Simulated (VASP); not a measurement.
# Zn (P6_3/mmc) in VASP: further runs

Zn is run at these levels: PBE; tasks: single point, relaxation of cell and atoms.

Everything below comes from runs of VASP 6.6.1. Logs are shortened: lines on timing, memory, paths and dates and some standing lists are left out, and cuts for length are marked.

## (1) The cell of the first run

The structure is hexagonal, space group P6_3/mmc (No. 194). Conventional cell: a = 2.635 Å, b = 2.635 Å, c = 5.092 Å, α = 90.00°, β = 90.00°, γ = 120.00°. Within 3.5 Å of Zn (site symmetry -6m2) lie 12 Zn at 2.64 to 2.97 Å.

## (2) Single point, PBE

Input file INCAR:

```
SYSTEM = Zn
PREC = Accurate ; ENCUT = 520
EDIFF = 1E-7 ; ISMEAR = 0
SIGMA = 0.1 ; LREAL = .False.
LASPH = .True. ; NELM = 80
ALGO = Normal ; ISIF = 2
LWAVE = .False. ; LCHARG = .False.
GGA = PE ; NBANDS = 19
```

Input file KPOINTS:

```
regular mesh
0
Gamma
  18 18 10
  0 0 0
```

Input file POSCAR:

```
Zn
1.0
    2.6354132499      0.0000000000      0.0000000000
   -1.3177066249      2.2823348239      0.0000000000
    0.0000000000      0.0000000000      5.0918472985
Zn
2
Direct
    0.3333333333      0.6666666667      0.2500000000
    0.6666666667      0.3333333333      0.7500000000
```

Potentials or basis: VASP PAW PBE potentials, release 64 (Zn).

Launch:

```sh
> cat potpaw_PBE.64/Zn/POTCAR > POTCAR
> mpirun -np 1 vasp_std > vasp.out
```

OUTCAR:

```text
SYSTEM = Zn
   PREC = Accurate
   ENCUT = 520
   EDIFF = 1E-7
   ISMEAR = 0
   LREAL = .False.
   LASPH = .True.
   NELM = 80
   ISIF = 2
   GGA = PE

 ion  position               nearest neighbor table
   1  0.333  0.667  0.250-   2 2.97   2 2.97   2 2.97   2 2.97   2 2.97   2 2.97
   2  0.667  0.333  0.750-   1 2.97   1 2.97   1 2.97   1 2.97   1 2.97   1 2.97

  LATTYP: Found a hexagonal cell.
 ALAT       =     2.6354132499
 C/A-ratio  =     1.9320868553

  Lattice vectors:

 A1 = (   2.6354132499,   0.0000000000,   0.0000000000)
 A2 = (  -1.3177066249,   2.2823348239,   0.0000000000)
 A3 = (   0.0000000000,   0.0000000000,   5.0918472985)

Analysis of symmetry for initial positions (statically):
=====================================================================
 Subroutine PRICEL returns:
 Original cell was already a primitive cell.

 Routine SETGRP: Setting up the symmetry group for a
 hexagonal supercell.

 Subroutine GETGRP returns: Found 24 space group operations
 (whereof 12 operations were pure point group operations)
 out of a pool of 24 trial point group operations.

The static configuration has the point symmetry D_3d.
 The point group associated with its full space group is D_6h.

Analysis of symmetry for dynamics (positions and initial velocities):
=====================================================================
 Subroutine PRICEL returns:
 Original cell was already a primitive cell.

 Routine SETGRP: Setting up the symmetry group for a
 hexagonal supercell.

 Subroutine GETGRP returns: Found 24 space group operations
 (whereof 12 operations were pure point group operations)
 out of a pool of 24 trial point group operations.

The dynamic configuration has the point symmetry D_3d.
 The point group associated with its full space group is D_6h.

 Subroutine INISYM returns: Found 24 space group operations
 (whereof 12 operations are pure point group operations),
 and found     1 'primitive' translations

----------------------------------------------------------------------------------------

                                     Primitive cell

  volume of cell :      30.6269

  direct lattice vectors                    reciprocal lattice vectors
     2.635413250  0.000000000  0.000000000     0.379447132  0.219073904  0.000000000
    -1.317706625  2.282334824  0.000000000     0.000000000  0.438147808  0.000000000
     0.000000000  0.000000000  5.091847299     0.000000000  0.000000000  0.196392378

  length of vectors
     2.635413250  2.635413250  5.091847299     0.438147808  0.438147808  0.196392378

  position of ions in fractional coordinates (direct lattice)
     0.333333333  0.666666667  0.250000000
     0.666666667  0.333333333  0.750000000

  ion indices of the primitive-cell ions
   primitive index   ion index
                 1           1
                 2           2

----------------------------------------------------------------------------------------

 KPOINTS: regular mesh

Automatic generation of k-mesh.
 Grid dimensions read from file:
 generate k-points for:   18   18   10

 Generating k-lattice:

  Cartesian coordinates                     Fractional coordinates (reciprocal lattice)
     0.021080396  0.012170772  0.000000000     0.055555556  0.000000000  0.000000000
     0.000000000  0.024341545  0.000000000     0.000000000  0.055555556  0.000000000
     0.000000000  0.000000000  0.019639238     0.000000000  0.000000000  0.100000000

  Length of vectors
     0.024341545  0.024341545  0.019639238

  Shift w.r.t. Gamma in fractional coordinates (k-lattice)
     0.000000000  0.000000000  0.000000000

 Subroutine IBZKPT returns following result:
 ===========================================

 Found    222 irreducible k-points:

 Following reciprocal coordinates:
            Coordinates               Weight
  0.000000  0.000000  0.000000      1.000000
  0.055556  0.000000  0.000000      6.000000
  0.111111  0.000000  0.000000      6.000000
  0.166667  0.000000  0.000000      6.000000
  0.222222  0.000000  0.000000      6.000000
  0.277778  0.000000  0.000000      6.000000
[... 16 lines left out ...]
  0.333333  0.111111  0.000000     12.000000
  0.388889  0.111111  0.000000     12.000000
 [... further k-points ...]
   k-points           NKPTS =    222   k-points in BZ     NKDIM =    222   number of bands    NBANDS=     19
   number of dos      NEDOS =    301   number of ions     NIONS =      2
   total plane-waves  NPLWV =  16000
   dimension x,y,z NGX =    20 NGY =   20 NGZ =   40
   dimension x,y,z NGXF=    40 NGYF=   40 NGZF=   80
   ions per type =               2
   NGX,Y,Z   is equivalent  to a cutoff of  12.62, 12.62, 13.06 a.u.
   NGXF,Y,Z  is equivalent  to a cutoff of  25.23, 25.23, 26.12 a.u.
 SYSTEM =  Zn
   PREC   = accura    normal or accurate (medium, high low for compatibility)
   ISTART =      0    job   : 0-new  1-cont  2-samecut
   ICHARG =      2    charge: 1-file 2-atom 10-const
   ISPIN  =      1    spin polarized calculation?
   LNONCOLLINEAR =      F non collinear calculations
   LSORBIT =      F    spin-orbit coupling
   LASPH  =      T    aspherical Exc in radial PAW
   ENCUT  =  520.0 eV  38.22 Ry    6.18 a.u.   4.90  4.90  9.47*2*pi/ulx,y,z
   NELM   =     80;   NELMIN=  2; NELMDL= -5     # of ELM steps
   EDIFF  = 0.1E-06   stopping-criterion for ELM
   LREAL  =      F    real-space projection
   EDIFFG = 0.1E-05   stopping-criterion for IOM
   NSW    =      0    number of steps for IOM
   IBRION =     -1    ionic relax: 0-MD 1-quasi-New 2-CG
   NFREE  =      0    steps in history (QN), initial steepest desc. (CG)
   ISIF   =      2    stress and relaxation
   ISYM   =      2    0-nonsym 1-usesym 2-fastsym
   POTIM  = 0.5000    time-step for ionic-motion
   TEBEG  =    0.0;   TEEND  =   0.0 temperature during run
   PSTRESS=    0.0 pullay stress
   NELECT =      24.0000    total number of electrons
   NUPDOWN=      -1.0000    fix difference up-down
   EMIN   =  10.00;   EMAX   =-10.00  energy-range for DOS
   EFERMI =   0.00;   METHOD = LEGACY
   ISMEAR =     0;   SIGMA  =   0.10  broadening in eV -4-tet -1-fermi 0-gaus
   EFERMI_NEDOS =   21; number of points for ismear=-14 and -15
   IALGO  =     38    algorithm
   IMIX   =      4    mixing-type and parameters
     AMIX     =   0.40;   BMIX     =  1.00
     AMIX_MAG =   1.60;   BMIX_MAG =  1.00
  volume/ion in A,a.u.               =      15.31       103.34
  Fermi-wavevector in a.u.,A,eV,Ry     =   1.509306  2.852176 30.994153  2.278006
  Thomas-Fermi vector in A             =   2.619646
   LORBIT       =      0    0 simple, 1 ext, 2 COOP (PROOUT), +10 PAW based schemes
   GGA     = PE    functional components
   LHFCALC =     F    Hartree Fock is set to
   AEXX    =    0.0000 exact exchange contribution
   IVDW    =     0    specifies the selected vdW correction
   LEPSILON=     F    determine dielectric tensor
   LRPA    =     F    only Hartree local field effects (RPA)
 non-spin polarized calculation
 Gauss-broadening in eV      SIGMA  =   0.10
  energy-cutoff  :      520.00
  volume of cell :       30.63
 maximum number of plane-waves:       849
 NGX is ok and might be reduce to    20
   NGX =  9   NGY =  9   NGZ = 19

 number of electron      24.0000003 magnetization

 Free energy of the ion-electron system (eV)
  ---------------------------------------------------
  ext. energy  EPLUGINS =         0.00000000
  ---------------------------------------------------
  free energy    TOTEN  =        -2.22327053 eV

  energy without entropy =       -2.22170473  energy(sigma->0) =       -2.22248763

 E-fermi :   3.0226     XC(G=0): -11.5055

 val. band max:        2.9961718370   @ k =   0.2778   0.1667   0.0000
 cond. band min:       3.0482309118   @ k =   0.2778   0.2778   0.3000
 fundamental gap:      0.0520590748
 Fermi energy:         3.0226048190

 k-point     1 :       0.0000    0.0000    0.0000
  band No.  band energies     occupation
      1      -7.3010      2.00000
      2      -5.6145      2.00000
      3      -4.9036      2.00000
      4      -4.6324      2.00000
      5      -4.6324      2.00000
      6      -4.5921      2.00000
[... 11 lines left out ...]
     18      22.7526      0.00000
     19      22.7857      0.00000

 k-point     2 :       0.0556    0.0000    0.0000
  band No.  band energies     occupation
      1      -7.2068      2.00000
      2      -5.5702      2.00000
      3      -4.8920      2.00000
      4      -4.6435      2.00000
      5      -4.6097      2.00000
      6      -4.6032      2.00000
[... 11 lines left out ...]
     18      21.7288      0.00000
     19      23.6244      0.00000

 k-point     3 :       0.1111    0.0000    0.0000
  band No.  band energies     occupation
      1      -6.9278      2.00000
      2      -5.4493      2.00000
      3      -4.8624      2.00000
      4      -4.6707      2.00000
      5      -4.6271      2.00000
      6      -4.5441      2.00000
[... 11 lines left out ...]
     18      20.8745      0.00000
     19      22.1848      0.00000

 k-point     4 :       0.1667    0.0000    0.0000
  band No.  band energies     occupation
      1      -6.4798      2.00000
      2      -5.2927      2.00000
      3      -4.8311      2.00000
      4      -4.7025      2.00000
      5      -4.6180      2.00000
      6      -4.4761      2.00000
[... 11 lines left out ...]
     18      19.7316      0.00000
     19      20.5073      0.00000

 k-point     5 :       0.2222    0.0000    0.0000
  band No.  band energies     occupation
      1      -5.9197      2.00000
      2      -5.1850      2.00000
      3      -4.7870      2.00000
      4      -4.7009      2.00000
      5      -4.6579      2.00000
      6      -4.5083      2.00000
[... 11 lines left out ...]
     18      18.5079      0.00000
     19      19.1549      0.00000

 k-point     6 :       0.2778    0.0000    0.0000
  band No.  band energies     occupation
      1      -5.4595      2.00000
      2      -5.1835      2.00000
      3      -4.8188      2.00000
      4      -4.7084      2.00000
      5      -4.5625      2.00000
      6      -4.4754      2.00000
[... 11 lines left out ...]
     18      18.4358      0.00000
     19      18.7067      0.00000

 k-point     7 :       0.3333    0.0000    0.0000
  band No.  band energies     occupation
      1      -5.3269      2.00000
      2      -5.2281      2.00000
      3      -4.9465      2.00000
      4      -4.6099      2.00000
      5      -4.5550      2.00000
      6      -4.3835      2.00000
[... 11 lines left out ...]
     18      18.3319      0.00000
     19      19.3784      0.00000

 k-point     8 :       0.3889    0.0000    0.0000
  band No.  band energies     occupation
      1      -5.3449      2.00000
      2      -5.2704      2.00000
      3      -5.0373      2.00000
      4      -4.6194      2.00000
      5      -4.5279      2.00000
      6      -4.4110      2.00000
[... 256 lines left out ...]
 k-point    20 :       0.1667    0.1111    0.0000
  band No.  band energies     occupation
      1      -5.6739      2.00000
      2      -5.0737      2.00000
      3      -4.8443      2.00000
      4      -4.7365      2.00000
      5      -4.6953      2.00000
      6      -4.6209      2.00000
[... 11 lines left out ...]
     18      18.2219      0.00000
     19      18.7298      0.00000

 k-point    21 :       0.2222    0.1111    0.0000
  band No.  band energies     occupation
      1      -5.2415      2.00000
      2      -5.0731      2.00000
      3      -4.8309      2.00000
      4      -4.7344      2.00000
      5      -4.6848      2.00000
      6      -4.5275      2.00000
[... 11 lines left out ...]
     18      17.4513      0.00000
     19      18.3193      0.00000

 k-point    22 :       0.2778    0.1111    0.0000
  band No.  band energies     occupation
      1      -5.1782      2.00000
      2      -5.1111      2.00000
      3      -4.9388      2.00000
      4      -4.6087      2.00000
      5      -4.5832      2.00000
      6      -4.4997      2.00000
[... 11 lines left out ...]
     18      16.8073      0.00000
     19      18.1320      0.00000

 k-point    23 :       0.3333    0.1111    0.0000
  band No.  band energies     occupation
      1      -5.2305      2.00000
      2      -5.1494      2.00000
      3      -5.0153      2.00000
      4      -4.6260      2.00000
      5      -4.5237      2.00000
      6      -4.4382      2.00000
[... 11 lines left out ...]
     18      16.3231      0.00000
     19      17.8005      0.00000

 k-point    24 :       0.3889    0.1111    0.0000
  band No.  band energies     occupation
      1      -5.2727      2.00000
      2      -5.1822      2.00000
      3      -5.0606      2.00000
      4      -4.6529      2.00000
      5      -4.4707      2.00000
      6      -4.4697      2.00000
[... 11 lines left out ...]
     18      16.0232      0.00000
     19      17.5740      0.00000

 [... further k-points ...]

------------------------ aborting loop because EDIFF is reached ----------------------------------------

  FORCE on cell =-STRESS in cart. coord.  units (eV):
  Direction    XX          YY          ZZ          XY          YZ          ZX
  --------------------------------------------------------------------------------------
  -------------------------------------------------------------------------------------
  Total        0.0800511      0.0800511      0.0319207      0.0000000      0.0000000      0.0000000
  in kB        4.1876901      4.1876901      1.6698580      0.0000000      0.0000000      0.0000000
  external PRESSURE =       3.3484127 kB  Pullay stress =       0.0000000 kB

 VOLUME and BASIS-vectors are now :
 -----------------------------------------------------------------------------
  energy-cutoff  :      520.00
  volume of cell :       30.63
      direct lattice vectors                 reciprocal lattice vectors
     2.635413250  0.000000000  0.000000000     0.379447132  0.219073904  0.000000000
    -1.317706625  2.282334824  0.000000000     0.000000000  0.438147808  0.000000000
     0.000000000  0.000000000  5.091847299     0.000000000  0.000000000  0.196392378

 POSITION                                       TOTAL-FORCE (eV/Angst)
 -----------------------------------------------------------------------------------
     -0.00000      1.52156      1.27296        -0.000000      0.000000     -0.000000
      1.31771      0.76078      3.81889         0.000000     -0.000000      0.000000
 -----------------------------------------------------------------------------------
    total drift:                               -0.000000      0.000000      0.000000

  FREE ENERGIE OF THE ION-ELECTRON SYSTEM (eV)
  ---------------------------------------------------
  free  energy   TOTEN  =        -2.2232705275 eV

  energy  without entropy=       -2.2217047329  energy(sigma->0) =       -2.22248763
```

Wall time 48 s (1 thread of AMD EPYC 9R45 (Zen 5), shared host); peak memory 0.19 GiB.

What came out:

```
Free energy            : -2.2233 eV
Pressure               : 0.3 GPa
Band gap on the k mesh : zero (bands 12 and 13 overlap by 5.25 eV)
```

Levels at points of the mesh, in eV from the Fermi level:
```
           k point  band 9  band 10  band 11  band 12  band 13  band 14  band 15  band 16
(0.00, 0.00, 0.00)   -7.23    -7.07    -7.07    -3.73    -3.45    12.30    16.12    18.21
(0.50, 0.00, 0.00)   -6.85    -6.84    -2.65    -1.93     2.40     3.60     3.89     5.68
(0.00, 0.00, 0.50)   -7.14    -7.14    -7.14    -7.14     3.87     3.87    19.40    19.40
(0.50, 0.00, 0.50)   -6.84    -6.84    -1.75    -1.75     0.29     0.29     9.63     9.63
```

## (3) Relaxation of cell and atoms, PBE

This run uses another cell than the first one, of 14.42 Å³/atom.

Input file INCAR:

```
SYSTEM = Zn
ALGO     = Fast           ! electronic algorithm
EDIFF    = 1E-6           ! SCF threshold, eV
EDIFFG   = -0.005         ! ionic threshold
ENCUT    = 600            ! plane-wave cutoff, eV
GGA      = PE             ! functional
IBRION   = 2              ! ionic algorithm
ISIF     = 3              ! what is computed and relaxed
ISMEAR   = 0              ! smearing method
LASPH    = .True.         ! aspherical terms in the spheres
LCHARG   = .False.        ! write CHGCAR
LREAL    = .False.        ! projectors in reciprocal space
LWAVE    = .False.        ! write WAVECAR
NELM     = 80             ! most SCF steps
NSW      = 100            ! ionic steps
PREC     = Accurate       ! precision mode
SIGMA    = 0.1            ! smearing width, eV
```

Input file KPOINTS:

```
k-points
0
Gamma
  18 18 10
  0 0 0
```

Input file POSCAR:

```
Zn
1.0
    2.6143598000      0.0000000000      0.0000000000
   -1.3071799000      2.2641020000      0.0000000000
    0.0000000000      0.0000000000      4.8731610200
Zn
2
Direct
    0.3333333300      0.6666666700      0.2500000000
    0.6666666700      0.3333333300      0.7500000000
```

Potentials or basis: VASP PAW PBE potentials, release 64 (Zn).

Launch:

```sh
> cat potpaw_PBE.64/Zn/POTCAR > POTCAR
> mpirun -np 1 vasp_std > vasp.out
```

It took 4.7 min on 1 thread of AMD EPYC 9R45 (Zen 5), shared host; peak memory 0.21 GiB.

It converged, with:

```
Free energy                           : -2.2221 eV
Relaxed volume                        : 15.30 Å³/atom
Relaxed cell                          : a = 2.638 Å, b = 2.638 Å, c = 5.078 Å, α = 90.00°, β = 90.00°, γ = 120.00°
Space group after relaxing (to 0.1 Å) : P6_3/mmc (No. 194)
Energy gained by relaxing             : 13.0 meV/atom
Ionic steps                           : 9
Pressure after relaxing               : 0.0 GPa
Band gap on the k mesh                : zero (bands 12 and 13 overlap by 5.20 eV)
```

The path:
```
step  energy change (eV)  largest force (eV/Å)  pressure (GPa)  volume (Å³)
   1              0.0000                0.0000            4.75        28.85
   2             -0.0211                0.0000           -0.50        30.67
   3             -0.0214                0.0000           -0.20        30.45
   4             -0.0214                0.0000           -0.12        30.42
   5             -0.0240                0.0000            0.13        30.48
   6             -0.0260                0.0000            0.32        30.58
   7             -0.0261                0.0000            0.33        30.61
   8             -0.0261                0.0000            0.18        30.60
   9             -0.0261                0.0000            0.01        30.59
```

Final structure:
```yaml
crystal:
  lattice:
    - [2.63759, 0.00000, 0.00000]
    - [-1.31879, 2.28422, 0.00000]
    - [0.00000, 0.00000, 5.07769]
  atoms:
    - { symbol: Zn, position: [0.33333, 0.66667, 0.25000] }
    - { symbol: Zn, position: [0.66667, 0.33333, 0.75000] }
```

Levels at points of the mesh, in eV from the Fermi level:
| k point | band 8 | band 9 | band 10 | band 11 | band 12 | band 13 | band 14 | band 15 | band 16 |
| --- | --- | --- | --- | --- | --- | --- | --- | --- | --- |
| (0.00, 0.00, 0.00) | -7.25 | -7.25 | -7.08 | -7.08 | -3.73 | -3.42 | 12.41 | 16.22 | 18.14 |
| (0.50, 0.00, 0.00) | -7.11 | -6.86 | -6.85 | -2.67 | -1.96 | 2.42 | 3.59 | 3.90 | 5.68 |
| (0.00, 0.00, 0.50) | -7.61 | -7.15 | -7.15 | -7.15 | -7.15 | 3.93 | 3.93 | 19.34 | 19.34 |
| (0.50, 0.00, 0.50) | -7.11 | -6.86 | -6.86 | -1.77 | -1.77 | 0.27 | 0.27 | 9.67 | 9.67 |

The gap in the log of VASP goes by the Fermi energy; the results here count the filled bands.